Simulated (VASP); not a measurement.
# SrO (Fm-3m) in VASP: notebook

Aim: see how the results for SrO move with the level of theory and the settings. Levels: revPBE+D3(BJ), PBE. Tasks: single point.

All numbers are computed with VASP 6.6.1; they aren't measurements. Logs are shortened: lines on timing, memory, paths and dates and some standing lists are left out, and cuts for length are marked.

**1. The cell of the first run**

Symmetry: Fm-3m, No. 225, cubic system. Conventional cell: a = 5.200 Å, b = 5.200 Å, c = 5.200 Å, α = 90.00°, β = 90.00°, γ = 90.00°. Within 3.4 Å of Sr (site symmetry m-3m) lie 6 O at 2.60 Å. O (site symmetry m-3m) has 6 Sr at 2.60 Å within 3.4 Å.

**2. Single point, revPBE+D3(BJ)**

Contents of INCAR:

```
PREC = Accurate
ENCUT = 520
EDIFF = 1E-6
ISMEAR = -1
SIGMA = 0.05
LREAL = F
LASPH = T
NELM = 60
ALGO = Normal
ISIF = 2
LWAVE = F
LCHARG = F
GGA = RE
IVDW = 12
NBANDS = 15
```

Contents of KPOINTS:

```
regular mesh
0
Gamma
  9 9 9
```

Contents of POSCAR:

```
SrO
1.0
    0.0000000000      2.6000709780      2.6000709780
    2.6000709780      0.0000000000      2.6000709780
    2.6000709780      2.6000709780      0.0000000000
Sr O
1 1
Direct
    0.5000000000      0.5000000000      0.5000000000
    0.0000000000      0.0000000000      0.0000000000
```

Potentials or basis: VASP PAW PBE potentials, release 64 (Sr_sv, O).

The run is started by

```
$ cat potpaw_PBE.64/Sr_sv/POTCAR potpaw_PBE.64/O/POTCAR > POTCAR
$ mpirun -np 1 vasp_std > vasp.out
```

OUTCAR:

```text
PREC = Accurate
   ENCUT = 520
   EDIFF = 1E-6
   ISMEAR = -1
   LREAL = F
   LASPH = T
   NELM = 60
   ISIF = 2
   GGA = RE
   IVDW = 12
 IVDW          = 12

 ion  position               nearest neighbor table
   1  0.500  0.500  0.500-   2 2.60   2 2.60   2 2.60   2 2.60   2 2.60   2 2.60
   2  0.000  0.000  0.000-   1 2.60   1 2.60   1 2.60   1 2.60   1 2.60   1 2.60

  LATTYP: Found a face centered cubic cell.
 ALAT       =     5.2001419560

  Lattice vectors:

 A1 = (   0.0000000000,   2.6000709780,   2.6000709780)
 A2 = (   2.6000709780,   0.0000000000,   2.6000709780)
 A3 = (   2.6000709780,   2.6000709780,   0.0000000000)

Analysis of symmetry for initial positions (statically):
=====================================================================
 Subroutine PRICEL returns:
 Original cell was already a primitive cell.

 Routine SETGRP: Setting up the symmetry group for a
 face centered cubic supercell.

 Subroutine GETGRP returns: Found 48 space group operations
[... 9 lines left out ...]

 Routine SETGRP: Setting up the symmetry group for a
 face centered cubic supercell.

 Subroutine GETGRP returns: Found 48 space group operations
[... 11 lines left out ...]
                                     Primitive cell

  volume of cell :      35.1549

  direct lattice vectors                    reciprocal lattice vectors
     0.000000000  2.600070978  2.600070978    -0.192302443  0.192302443  0.192302443
     2.600070978  0.000000000  2.600070978     0.192302443 -0.192302443  0.192302443
     2.600070978  2.600070978  0.000000000     0.192302443  0.192302443 -0.192302443

  length of vectors
     3.677055640  3.677055640  3.677055640     0.333077601  0.333077601  0.333077601

  position of ions in fractional coordinates (direct lattice)
     0.500000000  0.500000000  0.500000000
     0.000000000  0.000000000  0.000000000

  ion indices of the primitive-cell ions
   primitive index   ion index
                 1           1
                 2           2

----------------------------------------------------------------------------------------

 KPOINTS: regular mesh

Automatic generation of k-mesh.
 Grid dimensions read from file:
 generate k-points for:    9    9    9

 Generating k-lattice:

  Cartesian coordinates                     Fractional coordinates (reciprocal lattice)
    -0.021366938  0.021366938  0.021366938     0.111111111  0.000000000  0.000000000
     0.021366938 -0.021366938  0.021366938     0.000000000  0.111111111  0.000000000
     0.021366938  0.021366938 -0.021366938     0.000000000  0.000000000  0.111111111

  Length of vectors
     0.037008622  0.037008622  0.037008622

  Shift w.r.t. Gamma in fractional coordinates (k-lattice)
     0.000000000  0.000000000  0.000000000

 Subroutine IBZKPT returns following result:
 ===========================================

 Found     35 irreducible k-points:

 Following reciprocal coordinates:
            Coordinates               Weight
  0.000000  0.000000  0.000000      1.000000
  0.111111  0.000000  0.000000      8.000000
  0.222222  0.000000  0.000000      8.000000
  0.333333  0.000000  0.000000      8.000000
  0.444444  0.000000  0.000000      8.000000
  0.111111  0.111111  0.000000      6.000000
[... 16 lines left out ...]
 -0.333333  0.333333  0.000000     12.000000
  0.444444  0.444444  0.000000      6.000000
 [... further k-points ...]
   k-points           NKPTS =     35   k-points in BZ     NKDIM =     35   number of bands    NBANDS=     15
   number of dos      NEDOS =    301   number of ions     NIONS =      2
   total plane-waves  NPLWV =  21952
   dimension x,y,z NGX =    28 NGY =   28 NGZ =   28
   dimension x,y,z NGXF=    56 NGYF=   56 NGZF=   56
   ions per type =               1   1
   NGX,Y,Z   is equivalent  to a cutoff of  12.66, 12.66, 12.66 a.u.
   NGXF,Y,Z  is equivalent  to a cutoff of  25.32, 25.32, 25.32 a.u.
 SYSTEM =  unknown system
   PREC   = accura    normal or accurate (medium, high low for compatibility)
   ISTART =      0    job   : 0-new  1-cont  2-samecut
   ICHARG =      2    charge: 1-file 2-atom 10-const
   ISPIN  =      1    spin polarized calculation?
   LNONCOLLINEAR =      F non collinear calculations
   LSORBIT =      F    spin-orbit coupling
   LASPH  =      T    aspherical Exc in radial PAW
   ENCUT  =  520.0 eV  38.22 Ry    6.18 a.u.   6.84  6.84  6.84*2*pi/ulx,y,z
   NELM   =     60;   NELMIN=  2; NELMDL= -5     # of ELM steps
   EDIFF  = 0.1E-05   stopping-criterion for ELM
   LREAL  =      F    real-space projection
   EDIFFG = 0.1E-04   stopping-criterion for IOM
   NSW    =      0    number of steps for IOM
   IBRION =     -1    ionic relax: 0-MD 1-quasi-New 2-CG
   NFREE  =      0    steps in history (QN), initial steepest desc. (CG)
   ISIF   =      2    stress and relaxation
   ISYM   =      2    0-nonsym 1-usesym 2-fastsym
   POTIM  = 0.5000    time-step for ionic-motion
   TEBEG  =    0.0;   TEEND  =   0.0 temperature during run
   PSTRESS=    0.0 pullay stress
   NELECT =      16.0000    total number of electrons
   NUPDOWN=      -1.0000    fix difference up-down
   EMIN   =  10.00;   EMAX   =-10.00  energy-range for DOS
   EFERMI =   0.00;   METHOD = LEGACY
   ISMEAR =    -1;   SIGMA  =   0.05  broadening in eV -4-tet -1-fermi 0-gaus
   EFERMI_NEDOS =   21; number of points for ismear=-14 and -15
   IALGO  =     38    algorithm
   IMIX   =      4    mixing-type and parameters
     AMIX     =   0.40;   BMIX     =  1.00
     AMIX_MAG =   1.60;   BMIX_MAG =  1.00
  volume/ion in A,a.u.               =      17.58       118.62
  Fermi-wavevector in a.u.,A,eV,Ry     =   1.259272  2.379679 21.575663  1.585767
  Thomas-Fermi vector in A             =   2.392840
   LORBIT       =      0    0 simple, 1 ext, 2 COOP (PROOUT), +10 PAW based schemes
   GGA     = RE    functional components
   LHFCALC =     F    Hartree Fock is set to
   AEXX    =    0.0000 exact exchange contribution
   IVDW    =    12    specifies the selected vdW correction
   LEPSILON=     F    determine dielectric tensor
   LRPA    =     F    only Hartree local field effects (RPA)
 non-spin polarized calculation
  energy-cutoff  :      520.00
  volume of cell :       35.15
 maximum number of plane-waves:       958
   NGX = 13   NGY = 13   NGZ = 13

 number of electron      16.0000000 magnetization

 Free energy of the ion-electron system (eV)
  ---------------------------------------------------
  ext. energy  EPLUGINS =         0.00000000
  ---------------------------------------------------
  free energy    TOTEN  =       -11.45666449 eV

  energy without entropy =      -11.45666449  energy(sigma->0) =      -11.45666449

 E-fermi :   2.7658     XC(G=0):  -9.6784

 val. band max:        1.6423334328   @ k =   0.0000   0.0000   0.0000
 cond. band min:       5.0661354121   @ k =   0.4444   0.4444   0.0000
 fundamental gap:      3.4238019793
 Fermi energy:         2.7657842233

 k-point     1 :       0.0000    0.0000    0.0000
  band No.  band energies     occupation
      1     -30.9426      2.00000
      2     -13.4757      2.00000
      3     -12.6202      2.00000
      4     -12.6202      2.00000
      5     -12.6202      2.00000
      6       1.6423      2.00000
      7       1.6423      2.00000
      8       1.6423      2.00000
      9       5.5205      0.00000
     10       7.8241      0.00000
     11       7.8241      0.00000
     12       7.8241      0.00000
     13       9.8723      0.00000
     14       9.8723      0.00000
     15      14.3468      0.00000

 k-point     2 :       0.1111    0.0000    0.0000
  band No.  band energies     occupation
      1     -30.9291      2.00000
      2     -13.7865      2.00000
      3     -12.6290      2.00000
      4     -12.6290      2.00000
      5     -12.3432      2.00000
      6       1.2899      2.00000
      7       1.4943      2.00000
      8       1.4943      2.00000
      9       6.0665      0.00000
     10       7.7066      0.00000
     11       8.0556      0.00000
     12       8.0556      0.00000
     13      10.1787      0.00000
     14      10.1787      0.00000
     15      15.1051      0.00000

 k-point     3 :       0.2222    0.0000    0.0000
  band No.  band energies     occupation
      1     -30.8947      2.00000
      2     -14.2795      2.00000
      3     -12.6512      2.00000
      4     -12.6512      2.00000
      5     -11.9361      2.00000
      6       0.5959      2.00000
      7       1.1523      2.00000
      8       1.1523      2.00000
      9       7.2951      0.00000
     10       7.6432      0.00000
     11       8.6980      0.00000
     12       8.6980      0.00000
     13      10.9729      0.00000
     14      10.9729      0.00000
     15      16.7777      0.00000

 k-point     4 :       0.3333    0.0000    0.0000
  band No.  band energies     occupation
      1     -30.8551      2.00000
      2     -14.6853      2.00000
      3     -12.6760      2.00000
      4     -12.6760      2.00000
      5     -11.6281      2.00000
      6      -0.0272      2.00000
      7       0.8073      2.00000
      8       0.8073      2.00000
      9       7.7875      0.00000
     10       8.7542      0.00000
     11       9.5581      0.00000
     12       9.5581      0.00000
     13      12.0126      0.00000
     14      12.0126      0.00000
     15      17.1574      0.00000
[... 307 lines left out ...]
 k-point    22 :      -0.4444    0.3333    0.0000
  band No.  band energies     occupation
      1     -30.7957      2.00000
      2     -14.2094      2.00000
      3     -13.2471      2.00000
      4     -12.8635      2.00000
      5     -12.2258      2.00000
      6       0.7920      2.00000
      7       1.0731      2.00000
      8       1.1497      2.00000
      9       6.2304      0.00000
     10       9.5190      0.00000
     11      10.2016      0.00000
     12      11.5821      0.00000
     13      12.2895      0.00000
     14      14.4250      0.00000
     15      14.6131      0.00000

 k-point    23 :      -0.3333    0.3333    0.0000
  band No.  band energies     occupation
      1     -30.7989      2.00000
      2     -14.4251      2.00000
      3     -13.2217      2.00000
      4     -12.8001      2.00000
      5     -11.9456      2.00000
      6       0.3718      2.00000
      7       0.8750      2.00000
      8       1.1333      2.00000
      9       7.3098      0.00000
     10       8.7637      0.00000
     11      10.3565      0.00000
     12      11.0058      0.00000
     13      12.6424      0.00000
     14      14.1535      0.00000
     15      16.2684      0.00000

 k-point    24 :       0.4444    0.4444    0.0000
  band No.  band energies     occupation
      1     -30.7958      2.00000
      2     -13.7662      2.00000
      3     -13.0871      2.00000
      4     -12.9323      2.00000
      5     -12.9323      2.00000
      6       1.0598      2.00000
      7       1.5265      2.00000
      8       1.5265      2.00000
      9       5.0661      0.00000
     10       9.1199      0.00000
     11      11.5004      0.00000
     12      11.8290      0.00000
     13      12.2720      0.00000
     14      12.2720      0.00000
     15      15.3708      0.00000

 [... further k-points ...]

------------------------ aborting loop because EDIFF is reached ----------------------------------------

 Edisp (eV)   -0.85236

 E8    (eV) :    -0.6182

  FORCE on cell =-STRESS in cart. coord.  units (eV):
  Direction    XX          YY          ZZ          XY          YZ          ZX
  --------------------------------------------------------------------------------------
  -------------------------------------------------------------------------------------
  Total      -0.35826    -0.35826    -0.35826    -0.00000    -0.00000     0.00000
  in kB     -16.32753   -16.32753   -16.32753    -0.00000    -0.00000     0.00000
  external pressure =      -16.33 kB  Pullay stress =        0.00 kB

 VOLUME and BASIS-vectors are now :
 -----------------------------------------------------------------------------
  energy-cutoff  :      520.00
  volume of cell :       35.15
      direct lattice vectors                 reciprocal lattice vectors
     0.000000000  2.600070978  2.600070978    -0.192302443  0.192302443  0.192302443
     2.600070978  0.000000000  2.600070978     0.192302443 -0.192302443  0.192302443
     2.600070978  2.600070978  0.000000000     0.192302443  0.192302443 -0.192302443

 POSITION                                       TOTAL-FORCE (eV/Angst)
 -----------------------------------------------------------------------------------
      2.60007      2.60007      2.60007        -0.000000      0.000000     -0.000000
      0.00000      0.00000      0.00000         0.000000     -0.000000      0.000000
 -----------------------------------------------------------------------------------
    total drift:                                0.000000      0.000000      0.000000

  FREE ENERGIE OF THE ION-ELECTRON SYSTEM (eV)
  ---------------------------------------------------
  free  energy   TOTEN  =       -12.3090256383 eV

  energy  without entropy=      -12.3090256383  energy(sigma->0) =      -12.30902564
```

It took 31 s on 1 thread of AMD EPYC 7R43 (Zen 3), shared host; peak memory 0.14 GiB.

What came out:

| Item | Value |
| --- | --- |
| Free energy | -12.3090 eV |
| Pressure | -1.6 GPa |
| Band gap on the k mesh | 3.42 eV, indirect (least direct gap 3.54 eV) |
| Dispersion energy per atom | -0.426 eV |

Levels at points of the mesh, in eV from the valence-band top:
```
           k point  band 5  band 6  band 7  band 8  band 9  band 10  band 11  band 12
(0.00, 0.00, 0.00)  -14.26    0.00    0.00    0.00    3.88     6.18     6.18     6.18
```

Caveat: the PAW data sets were made with another functional, which shifts forces and pressure a little. Expect the measured gap to be larger: semilocal functionals such as revPBE lack the derivative discontinuity.

**3. Single point, PBE**

This run uses another cell than the first one, of 14.10 Å³/atom, 0.802 times its volume.

Contents of INCAR:

```
SYSTEM = SrO
  PREC = Accurate
  ENCUT = 520
  EDIFF = 1E-6
  ISMEAR = -1
  SIGMA = 0.05
  LREAL = .False.
  LASPH = .True.
  NELM = 100
  ALGO = Normal
  ISIF = 2
  LWAVE = .False.
  LCHARG = .False.
  GGA = PE
  NBANDS = 15
```

Contents of KPOINTS:

```
Automatic mesh
0
Gamma
  9 9 9
  0 0 0
```

Contents of POSCAR:

```
SrO
1.0
    0.0000000000      2.4158731060      2.4158731060
    2.4158731060      0.0000000000      2.4158731060
    2.4158731060      2.4158731060      0.0000000000
Sr O
1 1
Direct
    0.5000000000      0.5000000000      0.5000000000
    0.0000000000      0.0000000000      0.0000000000
```

Potentials or basis: VASP PAW PBE potentials, release 64 (Sr_sv, O).

The run is started by

```
$ cat potpaw_PBE.64/Sr_sv/POTCAR potpaw_PBE.64/O/POTCAR > POTCAR
$ mpirun -np 1 vasp_std > vasp.out
```

Run time: 12 s. Hardware: 1 thread of Intel Xeon Platinum 8488C (Sapphire Rapids), shared host; peak memory 0.16 GiB.

Results (log left out):

| Quantity | Value |
| --- | --- |
| Free energy | -11.4878 eV |
| Pressure | 31.4 GPa |
| Band gap on the k mesh | 3.05 eV, direct |

Levels at points of the mesh, in eV from the valence-band top:
```tsv
k point	band 6	band 7	band 8	band 9	band 10	band 11
(0.00, 0.00, 0.00)	-0.08	-0.08	-0.08	5.41	6.49	6.49
```

A k mesh can miss the band edges. PBE gaps usually lie below the measured ones, often by a third to a half.

**4. Single point, PBE**

This run uses another cell than the first one, of 14.88 Å³/atom, 0.847 times its volume.

Contents of INCAR:

```
SYSTEM = SrO
PREC = Accurate
ENCUT = 520
EDIFF = 1E-7
ISMEAR = -1
SIGMA = 0.05
LREAL = .False.
LASPH = .True.
NELM = 60
ALGO = Normal
ISIF = 2
LWAVE = .False.
LCHARG = .True.
GGA = PE
LELF = .True.
LVHAR = .True.
NBANDS = 15
```

KPOINTS is that of step 3.

Contents of POSCAR:

```
SrO
1.0
    0.0000000000      2.4597120118      2.4597120118
    2.4597120118      0.0000000000      2.4597120118
    2.4597120118      2.4597120118      0.0000000000
Sr O
1 1
Direct
    0.5000000000      0.5000000000      0.5000000000
    0.0000000000      0.0000000000      0.0000000000
```

The run is started by

```
$ cat potpaw_PBE.64/Sr_sv/POTCAR potpaw_PBE.64/O/POTCAR > POTCAR
$ mpirun -np 1 vasp_std > vasp.out
```

Run time: 13 s. Hardware: 1 thread of Intel Xeon Platinum 8488C (Sapphire Rapids), shared host; peak memory 0.16 GiB.

The run converged. Its results:

| Property | Result |
| --- | --- |
| Free energy | -11.7425 eV |
| Pressure | 21.0 GPa |
| Band gap on the k mesh | 3.19 eV, direct |

Levels at points of the mesh, in eV from the valence-band top:
| k point | band 6 | band 7 | band 8 | band 9 | band 10 | band 11 |
| --- | --- | --- | --- | --- | --- | --- |
| (0.00, 0.00, 0.00) | -0.01 | -0.01 | -0.01 | 5.00 | 6.46 | 6.46 |

A k mesh can miss the band edges.

**5. The runs side by side**

| level | cell | gap on the mesh (eV) | pressure (GPa) |
| --- | --- | --- | --- |
| revPBE+D3(BJ) | a = 3.677 Å, angles 60.0°, 2 atoms | 3.42 | -1.6 |
| PBE | a = 3.417 Å, angles 60.0°, 2 atoms | 3.05 | 31.4 |
| PBE | a = 3.479 Å, angles 60.0°, 2 atoms | 3.19 | 21.0 |

Alike in all rows: task single point; potentials or basis VASP PAW PBE potentials, release 64 (Sr_sv, O); no spin polarisation; k mesh 9 × 9 × 9; cutoff (eV) 520; smearing fermi-dirac 0.05 eV.

Caveats: the PAW data sets were made with another functional, which shifts forces and pressure a little (some runs).

Total energies depend on the potentials used, so only differences within one code and one set of settings carry meaning.
